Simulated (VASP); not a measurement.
# Sn (Immm) in VASP: notebook

Runs on Sn. Level: PBEsol. Tasks: single point.

Program: VASP 6.6.1. These are calculated values, not measurements. Logs are shortened: lines on timing, memory, paths and dates and some standing lists are left out, and cuts for length are marked.

## 1. The cell of the first run

Symmetry: Immm, No. 71, orthorhombic system. The conventional cell has a = 3.453 Å, b = 3.551 Å, c = 4.677 Å, α = 90.00°, β = 90.00°, γ = 90.00°. Sn (site symmetry mmm) has 12 Sn at 3.41 to 3.55 Å within 4.5 Å.

## 2. Single point, PBEsol

The input, INCAR:

```
PREC     = Accurate       # precision mode
ENCUT    = 520            # plane-wave cutoff, eV
EDIFF    = 1E-6           # SCF threshold, eV
ISMEAR   = 1              # smearing method
SIGMA    = 0.1            # smearing width, eV
LREAL    = F              # projectors in reciprocal space
LASPH    = T              # aspherical terms in the spheres
NELM     = 60             # most SCF steps
ALGO     = Normal         # electronic algorithm
ISIF     = 2              # what is computed and relaxed
LWAVE    = F              # write WAVECAR
LCHARG   = T              # write CHGCAR
GGA      = PS             # functional
LELF     = T              # ELF
LVHAR    = T            
NBANDS   = 13             # bands
```

The input, KPOINTS:

```
Automatic mesh
0
Gamma
  8 8 8
```

The input, POSCAR:

```
Sn
1.0
   -1.7265390000      1.7755470000      2.3383420000
    1.7265390000     -1.7755470000      2.3383420000
    1.7265390000      1.7755470000     -2.3383420000
Sn
1
Direct
    0.0000000000      0.0000000000      0.0000000000
```

Potentials or basis: VASP PAW PBE potentials, release 64 (Sn_d).

Command:

```sh
$ cat potpaw_PBE.64/Sn_d/POTCAR > POTCAR
$ mpirun -np 1 vasp_std > vasp.out
```

OUTCAR:

```text
PREC = Accurate
   ENCUT = 520
   EDIFF = 1E-6
   ISMEAR = 1
   LREAL = F
   LASPH = T
   NELM = 60
   ISIF = 2
   GGA = PS

 ion  position               nearest neighbor table
   1  0.000  0.000  0.000-

  LATTYP: Found a body centered orthorhombic cell.
 ALAT       =     3.4530780000
 B/A-ratio  =     1.0283851103
 C/A-ratio  =     1.3543522620

  Lattice vectors:

 A1 = (  -1.7265390000,   1.7755470000,   2.3383420000)
 A2 = (   1.7265390000,  -1.7755470000,   2.3383420000)
 A3 = (   1.7265390000,   1.7755470000,  -2.3383420000)

Analysis of symmetry for initial positions (statically):
=====================================================================
 Subroutine PRICEL returns:
 Original cell was already a primitive cell.

 Routine SETGRP: Setting up the symmetry group for a
 body centered orthorhombic supercell.

 Subroutine GETGRP returns: Found  8 space group operations
 (whereof  8 operations were pure point group operations)
 out of a pool of  8 trial point group operations.

The static configuration has the point symmetry D_2h.

Analysis of symmetry for dynamics (positions and initial velocities):
=====================================================================
 Subroutine PRICEL returns:
 Original cell was already a primitive cell.

 Routine SETGRP: Setting up the symmetry group for a
 body centered orthorhombic supercell.

 Subroutine GETGRP returns: Found  8 space group operations
 (whereof  8 operations were pure point group operations)
 out of a pool of  8 trial point group operations.

The dynamic configuration has the point symmetry D_2h.

 Subroutine INISYM returns: Found  8 space group operations
 (whereof  8 operations are pure point group operations),
 and found     1 'primitive' translations

----------------------------------------------------------------------------------------

                                     Primitive cell

  volume of cell :      28.6732

  direct lattice vectors                    reciprocal lattice vectors
    -1.726539000  1.775547000  2.338342000     0.000000000  0.281603359  0.213826720
     1.726539000 -1.775547000  2.338342000     0.289596702  0.000000000  0.213826720
     1.726539000  1.775547000 -2.338342000     0.289596702  0.281603359  0.000000000

  length of vectors
     3.406075069  3.406075069  3.406075069     0.353584952  0.359983494  0.403938983

  position of ions in fractional coordinates (direct lattice)
     0.000000000  0.000000000  0.000000000

  ion indices of the primitive-cell ions
   primitive index   ion index
                 1           1

----------------------------------------------------------------------------------------

 KPOINTS: Automatic mesh

Automatic generation of k-mesh.
 Grid dimensions read from file:
 generate k-points for:    8    8    8

 Generating k-lattice:

  Cartesian coordinates                     Fractional coordinates (reciprocal lattice)
     0.000000000  0.035200420  0.026728340     0.125000000  0.000000000 -0.000000000
     0.036199588  0.000000000  0.026728340     0.000000000  0.125000000  0.000000000
     0.036199588  0.035200420  0.000000000    -0.000000000  0.000000000  0.125000000

  Length of vectors
     0.044198119  0.044997937  0.050492373

  Shift w.r.t. Gamma in fractional coordinates (k-lattice)
     0.000000000  0.000000000  0.000000000

 Subroutine IBZKPT returns following result:
 ===========================================

 Found     95 irreducible k-points:

 Following reciprocal coordinates:
            Coordinates               Weight
  0.000000  0.000000  0.000000      1.000000
  0.125000  0.000000  0.000000      4.000000
  0.250000  0.000000  0.000000      4.000000
  0.375000  0.000000  0.000000      4.000000
  0.500000  0.000000  0.000000      2.000000
 -0.000000  0.125000  0.000000      4.000000
[... 16 lines left out ...]
  0.125000  0.375000  0.000000      8.000000
  0.250000  0.375000  0.000000      8.000000
 [... further k-points ...]
   k-points           NKPTS =     95   k-points in BZ     NKDIM =     95   number of bands    NBANDS=     13
   number of dos      NEDOS =    301   number of ions     NIONS =      1
   total plane-waves  NPLWV =  21952
   dimension x,y,z NGX =    28 NGY =   28 NGZ =   28
   dimension x,y,z NGXF=    56 NGYF=   56 NGZF=   56
   ions per type =               1
   NGX,Y,Z   is equivalent  to a cutoff of  13.67, 13.67, 13.67 a.u.
   NGXF,Y,Z  is equivalent  to a cutoff of  27.33, 27.33, 27.33 a.u.
 SYSTEM =  unknown system
   PREC   = accura    normal or accurate (medium, high low for compatibility)
   ISTART =      0    job   : 0-new  1-cont  2-samecut
   ICHARG =      2    charge: 1-file 2-atom 10-const
   ISPIN  =      1    spin polarized calculation?
   LNONCOLLINEAR =      F non collinear calculations
   LSORBIT =      F    spin-orbit coupling
   LASPH  =      T    aspherical Exc in radial PAW
   ENCUT  =  520.0 eV  38.22 Ry    6.18 a.u.   6.33  6.33  6.33*2*pi/ulx,y,z
   NELM   =     60;   NELMIN=  2; NELMDL= -5     # of ELM steps
   EDIFF  = 0.1E-05   stopping-criterion for ELM
   LREAL  =      F    real-space projection
   EDIFFG = 0.1E-04   stopping-criterion for IOM
   NSW    =      0    number of steps for IOM
   IBRION =     -1    ionic relax: 0-MD 1-quasi-New 2-CG
   NFREE  =      0    steps in history (QN), initial steepest desc. (CG)
   ISIF   =      2    stress and relaxation
   ISYM   =      2    0-nonsym 1-usesym 2-fastsym
   POTIM  = 0.5000    time-step for ionic-motion
   TEBEG  =    0.0;   TEEND  =   0.0 temperature during run
   PSTRESS=    0.0 pullay stress
   NELECT =      14.0000    total number of electrons
   NUPDOWN=      -1.0000    fix difference up-down
   EMIN   =  10.00;   EMAX   =-10.00  energy-range for DOS
   EFERMI =   0.00;   METHOD = LEGACY
   ISMEAR =     1;   SIGMA  =   0.10  broadening in eV -4-tet -1-fermi 0-gaus
   EFERMI_NEDOS =   21; number of points for ismear=-14 and -15
   IALGO  =     38    algorithm
   IMIX   =      4    mixing-type and parameters
     AMIX     =   0.40;   BMIX     =  1.00
     AMIX_MAG =   1.60;   BMIX_MAG =  1.00
  volume/ion in A,a.u.               =      28.67       193.50
  Fermi-wavevector in a.u.,A,eV,Ry     =   1.289116  2.436076 22.610433  1.661820
  Thomas-Fermi vector in A             =   2.421028
   LORBIT       =      0    0 simple, 1 ext, 2 COOP (PROOUT), +10 PAW based schemes
   GGA     = PS    functional components
   LHFCALC =     F    Hartree Fock is set to
   AEXX    =    0.0000 exact exchange contribution
   IVDW    =     0    specifies the selected vdW correction
   LEPSILON=     F    determine dielectric tensor
   LRPA    =     F    only Hartree local field effects (RPA)
 non-spin polarized calculation
 Methfessel and Paxton  Order N= 1 SIGMA  =   0.10
  energy-cutoff  :      520.00
  volume of cell :       28.67
 maximum number of plane-waves:       797
 NGX is ok and might be reduce to    28
   NGX = 13   NGY = 13   NGZ = 13

 number of electron      13.9999998 magnetization

 Free energy of the ion-electron system (eV)
  ---------------------------------------------------
  ext. energy  EPLUGINS =         0.00000000
  ---------------------------------------------------
  free energy    TOTEN  =        -4.22104123 eV

  energy without entropy =       -4.22025213  energy(sigma->0) =       -4.22077820

 E-fermi :   7.3924     XC(G=0): -10.2538

 val. band max:        7.3862103306   @ k =   0.2500   0.2500   0.0000
 cond. band min:       7.4044661840   @ k =   0.5000   0.5000   0.2500
 fundamental gap:      0.0182558535
 Fermi energy:         7.3923688335

 k-point     1 :       0.0000    0.0000    0.0000
  band No.  band energies     occupation
      1     -14.0981      2.00000
      2     -14.0857      2.00000
      3     -14.0627      2.00000
      4     -14.0327      2.00000
      5     -14.0000      2.00000
      6      -3.4237      2.00000
      7      14.3664      0.00000
      8      14.5079      0.00000
      9      14.9114      0.00000
     10      17.9749      0.00000
     11      18.4886      0.00000
     12      18.9905      0.00000
     13      19.1557      0.00000

 k-point     2 :       0.1250    0.0000    0.0000
  band No.  band energies     occupation
      1     -14.0914      2.00000
      2     -14.0766      2.00000
      3     -14.0608      2.00000
      4     -14.0285      2.00000
      5     -14.0008      2.00000
      6      -3.1222      2.00000
      7      11.8118      0.00000
      8      14.2051      0.00000
      9      14.3838      0.00000
     10      17.1866      0.00000
     11      19.3291      0.00000
     12      19.7384      0.00000
     13      20.6368      0.00000

 k-point     3 :       0.2500    0.0000    0.0000
  band No.  band energies     occupation
      1     -14.0821      2.00000
      2     -14.0730      2.00000
      3     -14.0596      2.00000
      4     -13.9994      2.00000
      5     -13.9931      2.00000
      6      -2.2211      2.00000
      7       8.0939     -0.00000
      8      13.4898      0.00000
      9      13.7630      0.00000
     10      16.8513      0.00000
     11      18.8132      0.00000
     12      18.8700      0.00000
     13      20.4767      0.00000
[... 305 lines left out ...]
 k-point    23 :       0.1250    0.3750    0.0000
  band No.  band energies     occupation
      1     -14.0892      2.00000
      2     -14.0686      2.00000
      3     -14.0447      2.00000
      4     -13.9680      2.00000
      5     -13.9571      2.00000
      6       0.2209      2.00000
      7       4.3180      2.00000
      8      10.0078      0.00000
      9      12.6767      0.00000
     10      16.2287      0.00000
     11      17.7360      0.00000
     12      19.4512      0.00000
     13      20.7570      0.00000

 k-point    24 :       0.2500    0.3750    0.0000
  band No.  band energies     occupation
      1     -14.0995      2.00000
      2     -14.0349      2.00000
      3     -14.0158      2.00000
      4     -13.9917      2.00000
      5     -13.9638      2.00000
      6       1.4177      2.00000
      7       4.3850      2.00000
      8       7.0494      2.00001
      9      11.4503      0.00000
     10      14.7540      0.00000
     11      20.0664      0.00000
     12      22.2442      0.00000
     13      23.0786      0.00000

 [... further k-points ...]
[... 5 lines left out ...]
  --------------------------------------------------------------------------------------
  -------------------------------------------------------------------------------------
  Total       -0.6520726     -0.5705612     -0.8106209      0.0000000      0.0000000      0.0000000
  in kB      -36.4359363    -31.8813160    -45.2951595      0.0000000      0.0000000      0.0000000
  external PRESSURE =     -37.8708039 kB  Pullay stress =       0.0000000 kB

 VOLUME and BASIS-vectors are now :
 -----------------------------------------------------------------------------
  energy-cutoff  :      520.00
  volume of cell :       28.67
      direct lattice vectors                 reciprocal lattice vectors
    -1.726539000  1.775547000  2.338342000     0.000000000  0.281603359  0.213826720
     1.726539000 -1.775547000  2.338342000     0.289596702  0.000000000  0.213826720
     1.726539000  1.775547000 -2.338342000     0.289596702  0.281603359  0.000000000

 POSITION                                       TOTAL-FORCE (eV/Angst)
 -----------------------------------------------------------------------------------
      0.00000      0.00000      0.00000         0.000000      0.000000      0.000000
 -----------------------------------------------------------------------------------
    total drift:                               -0.000000     -0.000000     -0.000000

  FREE ENERGIE OF THE ION-ELECTRON SYSTEM (eV)
  ---------------------------------------------------
  free  energy   TOTEN  =        -4.2210412347 eV

  energy  without entropy=       -4.2202521257  energy(sigma->0) =       -4.22077820
```

It took 14 s on 1 thread of Intel Xeon 6975P-C (Granite Rapids), shared host; peak memory 0.17 GiB.

Results:

```
Free energy            : -4.2210 eV
Pressure               : -3.8 GPa
Band gap on the k mesh : zero (band 7 reaches 14.37 eV, above the bottom of band 8 at 5.81 eV)
```

Caveat: the PAW data sets were made with another functional, which shifts forces and pressure a little; spin-orbit coupling is left out, which moves the levels of the heavy elements.

## 3. Single point, PBEsol

The input, INCAR:

```
ALGO = Normal
EDIFF = 1E-7
ENCUT = 520
GGA = PS
ISIF = 2
ISMEAR = 1
LASPH = T
LCHARG = T
LELF = T
LREAL = F
LVHAR = T
LWAVE = F
NBANDS = 13
NELM = 60
PREC = Accurate
SIGMA = 0.1
```

The input, KPOINTS:

```
k-points
0
Gamma
  10 10 10
```

POSCAR is that of step 2.

Potentials or basis: VASP PAW PBE potentials, release 64 (Sn_d).

Command:

```sh
$ cat potpaw_PBE.64/Sn_d/POTCAR > POTCAR
$ mpirun -np 1 vasp_std > vasp.out
```

Run time: 24 s. Hardware: 1 thread of Intel Xeon 6975P-C (Granite Rapids), shared host; peak memory 0.19 GiB.

The run converged. Its results:

| Property | Result |
| --- | --- |
| Free energy | -4.2097 eV |
| Pressure | -3.7 GPa |
| Band gap on the k mesh | zero (band 7 reaches 14.36 eV, above the bottom of band 8 at 5.45 eV) |

Stress tensor (GPa, compression positive):
```
-2.78  0.00  0.00
 0.00 -4.62  0.00
 0.00  0.00 -3.78
```

Levels at points of the mesh, in eV from the Fermi level:
| k point | band 3 | band 4 | band 5 | band 6 | band 7 | band 8 | band 9 | band 10 | band 11 | band 12 |
| --- | --- | --- | --- | --- | --- | --- | --- | --- | --- | --- |
| (0.00, 0.00, 0.00) | -21.44 | -21.41 | -21.38 | -10.80 | 6.98 | 7.13 | 7.53 | 10.59 | 11.11 | 11.61 |
| (0.50, 0.00, 0.00) | -21.44 | -21.34 | -21.32 | -6.88 | -4.43 | 5.21 | 5.95 | 9.65 | 10.06 | 10.18 |
| (0.00, 0.50, 0.00) | -21.44 | -21.33 | -21.33 | -6.63 | -4.36 | 4.78 | 5.65 | 9.16 | 9.63 | 10.01 |
| (0.50, 0.50, 0.00) | -21.34 | -21.32 | -21.30 | -5.26 | -3.60 | 2.03 | 2.40 | 5.48 | 5.89 | 19.09 |
| (0.50, 0.50, 0.50) | -21.34 | -21.31 | -21.31 | -4.50 | -3.10 | 1.18 | 1.82 | 4.58 | 5.43 | 19.16 |

Caveat: the PAW data sets were made with another functional, which shifts forces and pressure a little; spin-orbit coupling is left out, which moves the levels of the heavy elements.

(Continued in part 2 of 2.)
